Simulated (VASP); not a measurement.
Be, 1 atom in the cell. The structure is cubic, space group Fm-3m (No. 225). The conventional cell has a = 3.190 Å, b = 3.190 Å, c = 3.190 Å, α = 90.00°, β = 90.00°, γ = 90.00°. Be (site symmetry m-3m) has 12 Be at 2.26 Å within 3.0 Å. This isn't the form of Be at room conditions, which is hcp.

| Quantity | Value |
| --- | --- |
| Program | VASP 6.6.1 |
| Task | relaxation of cell and atoms |
| Functional | PBEsol |
| Potentials or basis | VASP PAW PBE potentials, release 64 (Be) |
| Cutoff | 600 eV |
| k mesh | 23 × 23 × 23 |
| Occupations | fermi-dirac, width 0.05 eV |
| Spin | no spin polarisation |
| Target pressure | 20 GPa |
| Dipole correction | no |
| Further INCAR settings | ALGO = Normal; EDIFF = 1e-07; IBRION = 2; EDIFFG = -0.02; NSW = 80; ISIF = 3 |

Potentials or basis: VASP PAW PBE potentials, release 64 (Be).

Command:

```bash
$ cat potpaw_PBE.64/Be/POTCAR > POTCAR
$ mpirun -np 1 vasp_std > vasp.out
```

Hardware: 1 thread of Intel(R) Xeon(R) Platinum 8488C (Sapphire Rapids), on a shared host.

**Question.** Estimate the wall time of this run.

**Answer.** Run time: 13 s on 1 thread of Intel(R) Xeon(R) Platinum 8488C (Sapphire Rapids) (shared host), peak memory 0.13 GiB. Counts: scf iterations 20, k points 364, ion steps 3.
